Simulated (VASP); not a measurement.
# AgCl (P4mm) in VASP: a series of runs

Runs on AgCl. Level: PBEsol. Tasks: single point.

All numbers are computed with VASP 6.6.1; they aren't measurements. Logs are shortened: lines on timing, memory, paths and dates and some standing lists are left out, and cuts for length are marked.

### Step 1. The cell of the first run

It takes space group P4mm (No. 99, tetragonal). The conventional cell has a = 3.434 Å, b = 3.434 Å, c = 3.468 Å, α = 90.00°, β = 90.00°, γ = 90.00°. Within 3.9 Å of Ag (site symmetry 4mm) lie 8 Cl at 2.94 to 3.03 Å and 6 Ag at 3.43 to 3.47 Å. Cl (site symmetry 4mm) has 8 Ag at 2.94 to 3.03 Å and 6 Cl at 3.43 to 3.47 Å within 3.9 Å.

### Step 2. Single point, PBEsol (cell strained by +1.0% along z)

INCAR reads:

```
ADDGRID  = F            
ALGO     = Normal         # electronic algorithm
EDIFF    = 1E-6           # SCF threshold, eV
EFERMI   = MIDGAP       
ENCUT    = 340            # plane-wave cutoff, eV
GGA      = PS             # functional
GGA_COMPAT= F            
ISIF     = 2              # what is computed and relaxed
ISMEAR   = 0              # smearing method
LASPH    = T              # aspherical terms in the spheres
LCHARG   = F              # write CHGCAR
LREAL    = F              # projectors in reciprocal space
LWAVE    = F              # write WAVECAR
NBANDS   = 19             # bands
NELM     = 120            # most SCF steps
PREC     = Accurate       # precision mode
SIGMA    = 0.03           # smearing width, eV
```

KPOINTS reads:

```
Automatic mesh
0
Gamma
  7 7 7
  0 0 0
```

POSCAR reads:

```
AgCl
1.0
    3.4339730000      0.0000000000      0.0000000000
    0.0000000000      3.4339730000      0.0000000000
    0.0000000000      0.0000000000      3.4683127300
Ag Cl
1 1
Direct
    0.0000000000      0.0000000000      0.0000000000
    0.5000000000      0.5000000000      0.5232966300
```

Potentials or basis: VASP PAW PBE potentials, release 64 (Ag, Cl).

Started as:

```sh
cat potpaw_PBE.64/Ag/POTCAR potpaw_PBE.64/Cl/POTCAR > POTCAR
mpirun -np 1 vasp_std > vasp.out
```

OUTCAR:

```text
EDIFF = 1E-6
   EFERMI = MIDGAP
   ENCUT = 340
   GGA = PS
   ISIF = 2
   ISMEAR = 0
   LASPH = T
   LREAL = F
   NELM = 120
   PREC = Accurate

 Found     40 irreducible k-points:

 Following reciprocal coordinates:
            Coordinates               Weight
  0.000000  0.000000  0.000000      1.000000
  0.142857  0.000000  0.000000      4.000000
  0.285714  0.000000  0.000000      4.000000
  0.428571  0.000000  0.000000      4.000000
  0.142857  0.142857  0.000000      4.000000
  0.285714  0.142857  0.000000      8.000000
   k-points           NKPTS =     40   k-points in BZ     NKDIM =     40   number of bands    NBANDS=     19
   number of dos      NEDOS =    301   number of ions     NIONS =      2
   total plane-waves  NPLWV =  13824
   dimension x,y,z NGX =    24 NGY =   24 NGZ =   24
   dimension x,y,z NGXF=    48 NGYF=   48 NGZF=   48
   ions per type =               1   1
   NGX,Y,Z   is equivalent  to a cutoff of  11.62, 11.62, 11.50 a.u.
   NGXF,Y,Z  is equivalent  to a cutoff of  23.24, 23.24, 23.01 a.u.
 SYSTEM =  unknown system
   PREC   = accura    normal or accurate (medium, high low for compatibility)
   ISTART =      0    job   : 0-new  1-cont  2-samecut
   ICHARG =      2    charge: 1-file 2-atom 10-const
   ISPIN  =      1    spin polarized calculation?
   LNONCOLLINEAR =      F non collinear calculations
   LSORBIT =      F    spin-orbit coupling
   LASPH  =      T    aspherical Exc in radial PAW
   ENCUT  =  340.0 eV  24.99 Ry    5.00 a.u.   5.16  5.16  5.21*2*pi/ulx,y,z
   NELM   =    120;   NELMIN=  2; NELMDL= -5     # of ELM steps
   EDIFF  = 0.1E-05   stopping-criterion for ELM
   LREAL  =      F    real-space projection
   EDIFFG = 0.1E-04   stopping-criterion for IOM
   NSW    =      0    number of steps for IOM
   IBRION =     -1    ionic relax: 0-MD 1-quasi-New 2-CG
   NFREE  =      0    steps in history (QN), initial steepest desc. (CG)
   ISIF   =      2    stress and relaxation
   ISYM   =      2    0-nonsym 1-usesym 2-fastsym
   POTIM  = 0.5000    time-step for ionic-motion
   TEBEG  =    0.0;   TEEND  =   0.0 temperature during run

   SCALEE = 1.0000    scale energy and forces
   PSTRESS=    0.0 pullay stress
   NELECT =      18.0000    total number of electrons
   NUPDOWN=      -1.0000    fix difference up-down
   EMIN   =  10.00;   EMAX   =-10.00  energy-range for DOS
   EFERMI =   0.00;   METHOD = MIDGAP
   ISMEAR =     0;   SIGMA  =   0.03  broadening in eV -4-tet -1-fermi 0-gaus
   EFERMI_NEDOS =   21; number of points for ismear=-14 and -15
   IALGO  =     38    algorithm
   IMIX   =      4    mixing-type and parameters
     AMIX     =   0.40;   BMIX     =  1.00
     AMIX_MAG =   1.60;   BMIX_MAG =  1.00
  volume/ion in A,a.u.               =      20.45       138.00
  Fermi-wavevector in a.u.,A,eV,Ry     =   1.245265  2.353209 21.098338  1.550684
  Thomas-Fermi vector in A             =   2.379495
   LORBIT       =      0    0 simple, 1 ext, 2 COOP (PROOUT), +10 PAW based schemes
   GGA     = PS    functional components
   LHFCALC =     F    Hartree Fock is set to
   AEXX    =    0.0000 exact exchange contribution
   IVDW    =     0    specifies the selected vdW correction
   LEPSILON=     F    determine dielectric tensor
   LRPA    =     F    only Hartree local field effects (RPA)

   CSHIFT  =0.1000    complex shift for real part using Kramers Kronig

   OMEGAMAX=  -1.0    maximum frequency
 non-spin polarized calculation
 Gauss-broadening in eV      SIGMA  =   0.03
  energy-cutoff  :      340.00
  volume of cell :       40.90
 maximum number of plane-waves:       595
 NGX is ok and might be reduce to    24
   NGX = 11   NGY = 11   NGZ = 11

 number of electron      17.9999992 magnetization

 Free energy of the ion-electron system (eV)
  ---------------------------------------------------
  ext. energy  EPLUGINS =         0.00000000
  ---------------------------------------------------
  free energy    TOTEN  =        -5.75377891 eV

  energy without entropy =       -5.75377891  energy(sigma->0) =       -5.75377891

 E-fermi :   3.8553     XC(G=0): -10.5631

 val. band max:        3.6315570487   @ k =   0.4286   0.0000   0.0000
 cond. band min:       4.0791390477   @ k =   0.0000   0.0000   0.0000
 fundamental gap:      0.4475819990
 Fermi energy:         3.8553480482

 k-point     1 :       0.0000    0.0000    0.0000
  band No.  band energies     occupation
      1     -10.8469      2.00000
      2       0.9394      2.00000
      3       0.9468      2.00000
      4       1.8521      2.00000
      5       1.8521      2.00000
      6       1.9007      2.00000
[... 11 lines left out ...]
     18      20.1135      0.00000
     19      23.5130      0.00000

 k-point     2 :       0.1429    0.0000    0.0000
  band No.  band energies     occupation
      1     -10.7655      2.00000
      2       0.6373      2.00000
      3       0.9683      2.00000
      4       1.4643      2.00000
      5       1.4790      2.00000
      6       1.6913      2.00000
[... 11 lines left out ...]
     18      20.7829      0.00000
     19      21.8762      0.00000

 k-point     3 :       0.2857    0.0000    0.0000
  band No.  band energies     occupation
      1     -10.5711      2.00000
      2      -0.4711      2.00000
      3       0.9974      2.00000
      4       1.0876      2.00000
      5       1.0974      2.00000
      6       1.8905      2.00000
[... 11 lines left out ...]
     18      21.9790      0.00000
     19      22.0609      0.00000

 k-point     4 :       0.4286    0.0000    0.0000
  band No.  band energies     occupation
      1     -10.4014      2.00000
      2      -1.2443      2.00000
      3       0.8302      2.00000
      4       0.8746      2.00000
      5       1.1016      2.00000
      6       1.9382      2.00000
[... 11 lines left out ...]
     18      23.5787      0.00000
     19      23.7635      0.00000

 k-point     5 :       0.1429    0.1429    0.0000
  band No.  band energies     occupation
      1     -10.6884      2.00000
      2       0.5636      2.00000
      3       0.7847      2.00000
      4       1.1989      2.00000
      5       1.3633      2.00000
      6       1.8088      2.00000
[... 11 lines left out ...]
     18      21.9991      0.00000
     19      22.8206      0.00000

 k-point     6 :       0.2857    0.1429    0.0000
  band No.  band energies     occupation
      1     -10.5046      2.00000
      2      -0.3551      2.00000
      3       0.7911      2.00000
      4       1.0854      2.00000
      5       1.2328      2.00000
      6       1.8252      2.00000
[... 11 lines left out ...]
     18      21.4414      0.00000
     19      22.9791      0.00000

 [... further k-points ...]
[... 5 lines left out ...]
  --------------------------------------------------------------------------------------
  -------------------------------------------------------------------------------------
  Total       -1.3353975     -1.3353975     -1.4559423      0.0000000     -0.0000000      0.0000000
  in kB      -52.3129401    -52.3129401    -57.0351699      0.0000000     -0.0000000      0.0000000
  external PRESSURE =     -53.8870167 kB  Pullay stress =       0.0000000 kB

 VOLUME and BASIS-vectors are now :
 -----------------------------------------------------------------------------
  energy-cutoff  :      340.00
  volume of cell :       40.90
      direct lattice vectors                 reciprocal lattice vectors
     3.433973000  0.000000000  0.000000000     0.291207881  0.000000000  0.000000000
     0.000000000  3.433973000  0.000000000     0.000000000  0.291207881  0.000000000
     0.000000000  0.000000000  3.468312730     0.000000000  0.000000000  0.288324634

 POSITION                                       TOTAL-FORCE (eV/Angst)
 -----------------------------------------------------------------------------------
      0.00000      0.00000      0.00000        -0.000000     -0.000000     -0.017478
      1.71699      1.71699      1.81496         0.000000      0.000000      0.017478
 -----------------------------------------------------------------------------------
    total drift:                                0.000000     -0.000000      0.000040

  FREE ENERGIE OF THE ION-ELECTRON SYSTEM (eV)
  ---------------------------------------------------
  free  energy   TOTEN  =        -5.7537789115 eV

  energy  without entropy=       -5.7537789115  energy(sigma->0) =       -5.75377891
```

It took 16 s on 1 thread of AMD EPYC 9R45 (Zen 5), shared host; peak memory 0.11 GiB.

What came out:

```
Free energy            : -5.7538 eV
Pressure               : -5.4 GPa
Largest force          : 0.017 eV/Å
Band gap on the k mesh : 0.45 eV (least direct gap 1.83 eV)
```

Forces on the atoms (eV/Å):
```
Ag   0.000  0.000 -0.017
Cl   0.000  0.000  0.017
```

Caveat: the cell differs from its parent crystal (cell strained by +1.0% along z); the cell stands under tension; the PAW data sets were made with another functional, which shifts forces and pressure a little; an odd mesh through Γ misses points on the zone boundary, where band edges can lie.

### Step 3. Single point, PBEsol (cell strained by +1.0% along z)

INCAR, as its differences from that of step 2:

```diff
@@ -2,5 +2,5 @@
 ALGO     = Normal         # electronic algorithm
-EDIFF    = 1E-6           # SCF threshold, eV
+EDIFF    = 1E-8           # SCF threshold, eV
 EFERMI   = MIDGAP       
-ENCUT    = 340            # plane-wave cutoff, eV
+ENCUT    = 690            # plane-wave cutoff, eV
 GGA      = PS             # functional
@@ -13,3 +13,3 @@
 LWAVE    = F              # write WAVECAR
-NBANDS   = 19             # bands
+NBANDS   = 29             # bands
 NELM     = 120            # most SCF steps
```

KPOINTS reads:

```
Automatic mesh
0
Gamma
  13 13 13
  0 0 0
```

POSCAR is that of step 2.

Potentials or basis: VASP PAW PBE potentials, release 64 (Ag, Cl).

Started as:

```sh
cat potpaw_PBE.64/Ag/POTCAR potpaw_PBE.64/Cl/POTCAR > POTCAR
mpirun -np 1 vasp_std > vasp.out
```

It took 2.4 min on 1 thread of AMD EPYC 9R45 (Zen 5), shared host; peak memory 0.35 GiB.

Results (log left out):

```yaml
Free_energy: -5.7534 eV
Pressure: -4.9 GPa
Largest_force: 0.016 eV/Å
Band_gap_on_the_k_mesh: 0.42 eV (least direct gap 1.84 eV)
```

Forces on the atoms (eV/Å):
```
Ag   0.000  0.000 -0.016
Cl   0.000  0.000  0.016
```

Stress tensor (GPa, compression positive):
```
-4.75  0.00  0.00
 0.00 -4.75  0.00
 0.00  0.00 -5.22
```

Levels at points of the mesh, in eV from the valence-band top:
| k point | band 7 | band 8 | band 9 | band 10 | band 11 | band 12 |
| --- | --- | --- | --- | --- | --- | --- |
| (0.00, 0.00, 0.00) | -1.52 | -1.42 | -1.42 | 0.42 | 9.23 | 9.34 |

Caveat: the cell differs from its parent crystal (cell strained by +1.0% along z); the cell stands under tension; the PAW data sets were made with another functional, which shifts forces and pressure a little; an odd mesh through Γ misses points on the zone boundary, where band edges can lie.
